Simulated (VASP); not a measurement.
# Fe (Im-3m) in VASP: a series of runs

The runs below take Fe through single point, with PBE, PBEsol, PBEsol-based screened hybrid.

Program: VASP 6.6.1. These are calculated values, not measurements. Logs are shortened: lines on timing, memory, paths and dates and some standing lists are left out, and cuts for length are marked.

### 1 The cell of the first run

Symmetry: Im-3m, No. 229, cubic system. Conventional cell: a = 2.886 Å, b = 2.886 Å, c = 2.886 Å, α = 90.00°, β = 90.00°, γ = 90.00°. Fe (site symmetry m-3m) has 14 Fe at 2.50 to 2.89 Å within 3.3 Å.

### 2 Single point, PBE, collinear spin, ferromagnetic start

Input file INCAR:

```
PREC = Accurate
ENCUT = 520
EDIFF = 1E-7
ISMEAR = -1
SIGMA = 0.05
LREAL = F
LASPH = T
NELM = 150
ALGO = Normal
ISIF = 2
LWAVE = F
LCHARG = F
ISPIN = 2
MAGMOM = -2.74
LORBIT = 11
LMAXMIX = 4
GGA = PE
NBANDS = 14
```

Input file KPOINTS:

```
regular mesh
0
Gamma
  13 13 13
```

Input file POSCAR:

```
Fe
1.0
   -1.4430000000      1.4430000000      1.4430000000
    1.4430000000     -1.4430000000      1.4430000000
    1.4430000000      1.4430000000     -1.4430000000
Fe
1
Direct
    0.0000000000      0.0000000000      0.0000000000
```

Potentials or basis: VASP PAW PBE potentials, release 64 (Fe).

Started as:

```bash
$ cat potpaw_PBE.64/Fe/POTCAR > POTCAR
$ mpirun -np 1 vasp_std > vasp.out
```

OUTCAR:

```text
PREC = Accurate
   ENCUT = 520
   EDIFF = 1E-7
   ISMEAR = -1
   LREAL = F
   LASPH = T
   NELM = 150
   ISIF = 2
   ISPIN = 2
   LORBIT = 11
   GGA = PE

 ion  position               nearest neighbor table
   1  0.000  0.000  0.000-

  LATTYP: Found a body centered cubic cell.
 ALAT       =     2.8860000000

  Lattice vectors:

 A1 = (  -1.4430000000,   1.4430000000,   1.4430000000)
 A2 = (   1.4430000000,  -1.4430000000,   1.4430000000)
 A3 = (   1.4430000000,   1.4430000000,  -1.4430000000)

Analysis of symmetry for initial positions (statically):
=====================================================================
 Subroutine PRICEL returns:
 Original cell was already a primitive cell.

 Routine SETGRP: Setting up the symmetry group for a
 body centered cubic supercell.

 Subroutine GETGRP returns: Found 48 space group operations
 (whereof 48 operations were pure point group operations)
 out of a pool of 48 trial point group operations.

The static configuration has the point symmetry O_h .

Analysis of symmetry for dynamics (positions and initial velocities):
=====================================================================
 Subroutine PRICEL returns:
 Original cell was already a primitive cell.

 Routine SETGRP: Setting up the symmetry group for a
 body centered cubic supercell.

 Subroutine GETGRP returns: Found 48 space group operations
 (whereof 48 operations were pure point group operations)
 out of a pool of 48 trial point group operations.

The dynamic configuration has the point symmetry O_h .

Analysis of structural, dynamic, and magnetic symmetry:
=====================================================================
 Subroutine PRICEL returns:
 Original cell was already a primitive cell.

 Routine SETGRP: Setting up the symmetry group for a
 body centered cubic supercell.

 Subroutine GETGRP returns: Found 48 space group operations
 (whereof 48 operations were pure point group operations)
 out of a pool of 48 trial point group operations.

The overall configuration has the point symmetry O_h .

 Subroutine INISYM returns: Found 48 space group operations
 (whereof 48 operations are pure point group operations),
 and found     1 'primitive' translations

----------------------------------------------------------------------------------------

                                     Primitive cell

  volume of cell :      12.0187

  direct lattice vectors                    reciprocal lattice vectors
    -1.443000000  1.443000000  1.443000000     0.000000000  0.346500347  0.346500347
     1.443000000 -1.443000000  1.443000000     0.346500347  0.000000000  0.346500347
     1.443000000  1.443000000 -1.443000000     0.346500347  0.346500347  0.000000000

  length of vectors
     2.499349315  2.499349315  2.499349315     0.490025489  0.490025489  0.490025489

[... 118 lines left out ...]
  ---------------------------------------------------
  ext. energy  EPLUGINS =         0.00000000
  ---------------------------------------------------
  free energy    TOTEN  =        -8.22140587 eV

  energy without entropy =       -8.21115382  energy(sigma->0) =       -8.21627984

 E-fermi :   5.2293     XC(G=0): -12.7991

 val. band max:        5.2278776528   @ k =  -0.4615   0.4615   0.4615
 cond. band min:       5.2304531066   @ k =  -0.3846   0.3846   0.2308
 fundamental gap:      0.0025754538
 Fermi energy:         5.2293185379

 spin component 1

 k-point     1 :       0.0000    0.0000    0.0000
  band No.  band energies     occupation
      1      -2.6913      1.00000
      2       5.0623      0.96580
      3       5.0624      0.96571
      4       5.0624      0.96571
      5       6.9787      0.00000
      6       6.9788      0.00000
      7      29.4452      0.00000
      8      29.4452      0.00000
      9      29.4452      0.00000
     10      34.6223      0.00000
     11      34.6223      0.00000
     12      37.1205      0.00000
     13      37.1205      0.00000
     14      37.1205      0.00000
[... 379 lines left out ...]
      3       4.3327      1.00000
      4       6.7945      0.00000
      5       7.0931      0.00000
      6       7.3699      0.00000
      7      18.8644      0.00000
      8      22.5418      0.00000
      9      24.4828      0.00000
     10      31.3074      0.00000
     11      35.5554      0.00000
     12      37.5217      0.00000
     13      39.4054      0.00000
     14      42.8469      0.00000

 [... further k-points ...]

 spin component 2

 k-point     1 :       0.0000    0.0000    0.0000
  band No.  band energies     occupation
      1      -2.8371      1.00000
      2       3.0426      1.00000
      3       3.0426      1.00000
      4       3.0426      1.00000
      5       4.1549      1.00000
      6       4.1549      1.00000
      7      29.7413      0.00000
      8      29.7413      0.00000
      9      29.7413      0.00000
     10      34.4736      0.00000
     11      34.4736      0.00000
     12      36.4567      0.00000
     13      36.4567      0.00000
     14      36.4567      0.00000
[... 379 lines left out ...]
      3       2.6624      1.00000
      4       4.1140      1.00000
      5       4.2499      1.00000
      6       5.2996      0.19703
      7      18.1223      0.00000
      8      22.1762      0.00000
      9      23.7811      0.00000
     10      31.3081      0.00000
     11      34.9985      0.00000
     12      37.2925      0.00000
     13      39.1220      0.00000
     14      42.3676      0.00000

 [... further k-points ...]
[... 5 lines left out ...]
  --------------------------------------------------------------------------------------
  -------------------------------------------------------------------------------------
  Total       -0.6816465     -0.6816465     -0.6816465      0.0000000     -0.0000000     -0.0000000
  in kB      -90.8679616    -90.8679616    -90.8679616      0.0000000     -0.0000000     -0.0000000
  external PRESSURE =     -90.8679616 kB  Pullay stress =       0.0000000 kB

 VOLUME and BASIS-vectors are now :
 -----------------------------------------------------------------------------
  energy-cutoff  :      520.00
  volume of cell :       12.02
      direct lattice vectors                 reciprocal lattice vectors
    -1.443000000  1.443000000  1.443000000     0.000000000  0.346500347  0.346500347
     1.443000000 -1.443000000  1.443000000     0.346500347  0.000000000  0.346500347
     1.443000000  1.443000000 -1.443000000     0.346500347  0.346500347  0.000000000

 POSITION                                       TOTAL-FORCE (eV/Angst)
 -----------------------------------------------------------------------------------
      0.00000      0.00000      0.00000         0.000000      0.000000      0.000000
 -----------------------------------------------------------------------------------
    total drift:                                0.000000     -0.000000      0.000000

  FREE ENERGIE OF THE ION-ELECTRON SYSTEM (eV)
  ---------------------------------------------------
  free  energy   TOTEN  =        -8.2214058717 eV

  energy  without entropy=       -8.2111538165  energy(sigma->0) =       -8.21627984

 total charge

# of ion       s       p       d       tot
------------------------------------------
    1        0.464   0.492   6.201   7.157

 magnetization (x)

# of ion       s       p       d       tot
------------------------------------------
    1        0.014   0.058  -2.366  -2.295
```

stdout:

```text
POSCAR found type information on POSCAR Fe
 POSCAR found :  1 types and       1 ions
 scaLAPACK will be used
 LDA part: xc-table for (Slater+PW92), standard interpolation
 POSCAR, INCAR and KPOINTS ok, starting setup
 FFT: planning ... GRIDC
 FFT: planning ... GRID_SOFT
 FFT: planning ... GRID
 WAVECAR not read
 entering main loop
```

Run time: 25 s. Hardware: 1 thread of Intel Xeon 6975P-C, shared host; peak memory 0.14 GiB.

Results:

```yaml
Free_energy: -8.2214 eV
Pressure: -9.1 GPa
Net_moment: -2.28 μB per cell
Site_moments: Fe -2.29 μB
Valence_electrons_inside_the_program's_atomic_spheres: Fe 7.16
```

### 3 Single point, PBEsol, collinear spin, ferromagnetic start

Input file INCAR:

```
PREC = Accurate
ENCUT = 600
EDIFF = 1E-6
ISMEAR = -1
SIGMA = 0.05
LREAL = F
LASPH = T
NELM = 200
ALGO = Normal
ISIF = 2
LWAVE = F
LCHARG = F
ISPIN = 2
MAGMOM = -2.74
LORBIT = 11
LMAXMIX = 4
GGA = PS
NBANDS = 18
GGA_COMPAT = F
```

Input file KPOINTS:

```
Automatic mesh
0
Gamma
  13 13 13
```

POSCAR is that of step 2.

Potentials or basis: VASP PAW PBE potentials, release 64 (Fe_sv).

Started as:

```bash
$ cat potpaw_PBE.64/Fe_sv/POTCAR > POTCAR
$ mpirun -np 1 vasp_std > vasp.out
```

OUTCAR:

```text
PREC = Accurate
   ENCUT = 600
   EDIFF = 1E-6
   ISMEAR = -1
   LREAL = F
   LASPH = T
   NELM = 200
   ISIF = 2
   ISPIN = 2
   LORBIT = 11
   GGA = PS

 ion  position               nearest neighbor table
   1  0.000  0.000  0.000-

  LATTYP: Found a body centered cubic cell.
 ALAT       =     2.8860000000

  Lattice vectors:

 A1 = (  -1.4430000000,   1.4430000000,   1.4430000000)
 A2 = (   1.4430000000,  -1.4430000000,   1.4430000000)
 A3 = (   1.4430000000,   1.4430000000,  -1.4430000000)

Analysis of symmetry for initial positions (statically):
=====================================================================
 Subroutine PRICEL returns:
 Original cell was already a primitive cell.

 Routine SETGRP: Setting up the symmetry group for a
 body centered cubic supercell.

 Subroutine GETGRP returns: Found 48 space group operations
 (whereof 48 operations were pure point group operations)
 out of a pool of 48 trial point group operations.

The static configuration has the point symmetry O_h .

Analysis of symmetry for dynamics (positions and initial velocities):
=====================================================================
 Subroutine PRICEL returns:
 Original cell was already a primitive cell.

 Routine SETGRP: Setting up the symmetry group for a
 body centered cubic supercell.

 Subroutine GETGRP returns: Found 48 space group operations
 (whereof 48 operations were pure point group operations)
 out of a pool of 48 trial point group operations.

The dynamic configuration has the point symmetry O_h .

Analysis of structural, dynamic, and magnetic symmetry:
=====================================================================
 Subroutine PRICEL returns:
 Original cell was already a primitive cell.

 Routine SETGRP: Setting up the symmetry group for a
 body centered cubic supercell.

 Subroutine GETGRP returns: Found 48 space group operations
 (whereof 48 operations were pure point group operations)
 out of a pool of 48 trial point group operations.

The overall configuration has the point symmetry O_h .

 Subroutine INISYM returns: Found 48 space group operations
 (whereof 48 operations are pure point group operations),
 and found     1 'primitive' translations

----------------------------------------------------------------------------------------

                                     Primitive cell

  volume of cell :      12.0187

  direct lattice vectors                    reciprocal lattice vectors
    -1.443000000  1.443000000  1.443000000     0.000000000  0.346500347  0.346500347
     1.443000000 -1.443000000  1.443000000     0.346500347  0.000000000  0.346500347
     1.443000000  1.443000000 -1.443000000     0.346500347  0.346500347  0.000000000

  length of vectors
     2.499349315  2.499349315  2.499349315     0.490025489  0.490025489  0.490025489

  position of ions in fractional coordinates (direct lattice)
     0.000000000  0.000000000  0.000000000

  ion indices of the primitive-cell ions
   primitive index   ion index
                 1           1

----------------------------------------------------------------------------------------

 KPOINTS: Automatic mesh

Automatic generation of k-mesh.
 Grid dimensions read from file:
 generate k-points for:   13   13   13

 Generating k-lattice:

  Cartesian coordinates                     Fractional coordinates (reciprocal lattice)
     0.000000000  0.026653873  0.026653873     0.076923077  0.000000000  0.000000000
     0.026653873  0.000000000  0.026653873     0.000000000  0.076923077  0.000000000
[... 42 lines left out ...]
   total plane-waves  NPLWV =   8000
   dimension x,y,z NGX =    20 NGY =   20 NGZ =   20
   dimension x,y,z NGXF=    40 NGYF=   40 NGZF=   40
   ions per type =               1
   NGX,Y,Z   is equivalent  to a cutoff of  13.30, 13.30, 13.30 a.u.
   NGXF,Y,Z  is equivalent  to a cutoff of  26.61, 26.61, 26.61 a.u.
 SYSTEM =  unknown system
   PREC   = accura    normal or accurate (medium, high low for compatibility)
   ISTART =      0    job   : 0-new  1-cont  2-samecut
   ICHARG =      2    charge: 1-file 2-atom 10-const
   ISPIN  =      2    spin polarized calculation?
   LNONCOLLINEAR =      F non collinear calculations
   LSORBIT =      F    spin-orbit coupling
   LASPH  =      T    aspherical Exc in radial PAW
   ENCUT  =  600.0 eV  44.10 Ry    6.64 a.u.   4.99  4.99  4.99*2*pi/ulx,y,z
   NELM   =    200;   NELMIN=  2; NELMDL= -5     # of ELM steps
   EDIFF  = 0.1E-05   stopping-criterion for ELM
   LREAL  =      F    real-space projection
   EDIFFG = 0.1E-04   stopping-criterion for IOM
   NSW    =      0    number of steps for IOM
   IBRION =     -1    ionic relax: 0-MD 1-quasi-New 2-CG
   NFREE  =      0    steps in history (QN), initial steepest desc. (CG)
   ISIF   =      2    stress and relaxation
   ISYM   =      2    0-nonsym 1-usesym 2-fastsym
   POTIM  = 0.5000    time-step for ionic-motion
   TEBEG  =    0.0;   TEEND  =   0.0 temperature during run
   PSTRESS=    0.0 pullay stress
   NELECT =      16.0000    total number of electrons
   NUPDOWN=      -1.0000    fix difference up-down
   EMIN   =  10.00;   EMAX   =-10.00  energy-range for DOS
   EFERMI =   0.00;   METHOD = LEGACY
   ISMEAR =    -1;   SIGMA  =   0.05  broadening in eV -4-tet -1-fermi 0-gaus
   EFERMI_NEDOS =   21; number of points for ismear=-14 and -15
   IALGO  =     38    algorithm
   IMIX   =      4    mixing-type and parameters
     AMIX     =   0.40;   BMIX     =  1.00
     AMIX_MAG =   1.60;   BMIX_MAG =  1.00
  volume/ion in A,a.u.               =      12.02        81.11
  Fermi-wavevector in a.u.,A,eV,Ry     =   1.800923  3.403251 44.128101  3.243324
  Thomas-Fermi vector in A             =   2.861551
   LORBIT       =     11    0 simple, 1 ext, 2 COOP (PROOUT), +10 PAW based schemes
   GGA     = PS    functional components
   LHFCALC =     F    Hartree Fock is set to
   AEXX    =    0.0000 exact exchange contribution
   IVDW    =     0    specifies the selected vdW correction
   LEPSILON=     F    determine dielectric tensor
   LRPA    =     F    only Hartree local field effects (RPA)
 spin polarized calculation
  energy-cutoff  :      600.00
  volume of cell :       12.02
 maximum number of plane-waves:       415
   NGX =  9   NGY =  9   NGZ =  9

 number of electron      16.0000007 magnetization      -2.2636271

 Free energy of the ion-electron system (eV)
  ---------------------------------------------------
  ext. energy  EPLUGINS =         0.00000000
  ---------------------------------------------------
  free energy    TOTEN  =        -8.95383188 eV

  energy without entropy =       -8.94368785  energy(sigma->0) =       -8.94875986

 E-fermi :  11.0278     XC(G=0): -13.5568

 val. band max:       11.0112760133   @ k =  -0.3846   0.3846   0.2308
 cond. band min:      11.0357621132   @ k =  -0.4615  -0.4615   0.2308
 fundamental gap:      0.0244860999
 Fermi energy:        11.0278161764

 spin component 1

 k-point     1 :       0.0000    0.0000    0.0000
  band No.  band energies     occupation
      1     -74.0054      1.00000
      2     -40.0079      1.00000
      3     -40.0079      1.00000
      4     -40.0079      1.00000
      5       3.0418      1.00000
      6      10.8471      0.97379
[... 493 lines left out ...]
     17      44.7472      0.00000
     18      48.2146      0.00000

 [... further k-points ...]

 spin component 2

 k-point     1 :       0.0000    0.0000    0.0000
  band No.  band energies     occupation
      1     -76.7034      1.00000
      2     -42.6576      1.00000
      3     -42.6576      1.00000
      4     -42.6576      1.00000
      5       2.8127      1.00000
      6       8.8332      1.00000
[... 493 lines left out ...]
     17      44.3661      0.00000
     18      47.6671      0.00000

 [... further k-points ...]
[... 5 lines left out ...]
  --------------------------------------------------------------------------------------
  -------------------------------------------------------------------------------------
  Total       -1.5822286     -1.5822286     -1.5822286     -0.0000000      0.0000000     -0.0000000
  in kB     -210.9214857   -210.9214857   -210.9214857     -0.0000000      0.0000000     -0.0000000
  external PRESSURE =    -210.9214857 kB  Pullay stress =       0.0000000 kB

 VOLUME and BASIS-vectors are now :
 -----------------------------------------------------------------------------
  energy-cutoff  :      600.00
  volume of cell :       12.02
      direct lattice vectors                 reciprocal lattice vectors
    -1.443000000  1.443000000  1.443000000     0.000000000  0.346500347  0.346500347
     1.443000000 -1.443000000  1.443000000     0.346500347  0.000000000  0.346500347
     1.443000000  1.443000000 -1.443000000     0.346500347  0.346500347  0.000000000

 POSITION                                       TOTAL-FORCE (eV/Angst)
 -----------------------------------------------------------------------------------
      0.00000      0.00000      0.00000         0.000000     -0.000000      0.000000
 -----------------------------------------------------------------------------------
    total drift:                                0.000000     -0.000000      0.000000

  FREE ENERGIE OF THE ION-ELECTRON SYSTEM (eV)
  ---------------------------------------------------
  free  energy   TOTEN  =        -8.9538318774 eV

  energy  without entropy=       -8.9436878474  energy(sigma->0) =       -8.94875986

 total charge

# of ion       s       p       d       tot
------------------------------------------
    1        2.179   6.025   5.501  13.705

 magnetization (x)

# of ion       s       p       d       tot
------------------------------------------
    1        0.001   0.008  -2.273  -2.264
```

It took 25 s on 1 thread of AMD EPYC 9R14 (Zen 4), shared host; peak memory 0.12 GiB.

What came out:

```yaml
Free_energy: -8.9538 eV
Pressure: -21.1 GPa
Net_moment: -2.26 μB per cell
Site_moments: Fe -2.26 μB
Valence_electrons_inside_the_program's_atomic_spheres: Fe 13.71
```

Levels at points of the mesh, in eV from the Fermi level:
Spin up:
| k point | band 4 | band 5 | band 6 | band 7 | band 8 | band 9 | band 10 | band 11 |
| --- | --- | --- | --- | --- | --- | --- | --- | --- |
| (0.00, 0.00, 0.00) | -51.04 | -7.99 | -0.18 | -0.18 | -0.18 | 1.69 | 1.69 | 23.78 |
Spin down:
| k point | band 6 | band 7 | band 8 | band 9 | band 10 | band 11 | band 12 | band 13 |
| --- | --- | --- | --- | --- | --- | --- | --- | --- |
| (0.00, 0.00, 0.00) | -2.19 | -2.19 | -2.19 | -1.03 | -1.03 | 23.90 | 23.90 | 23.90 |

Caveat: the PAW data sets were made with another functional, which shifts forces and pressure a little.

[end of part 1 of 2]
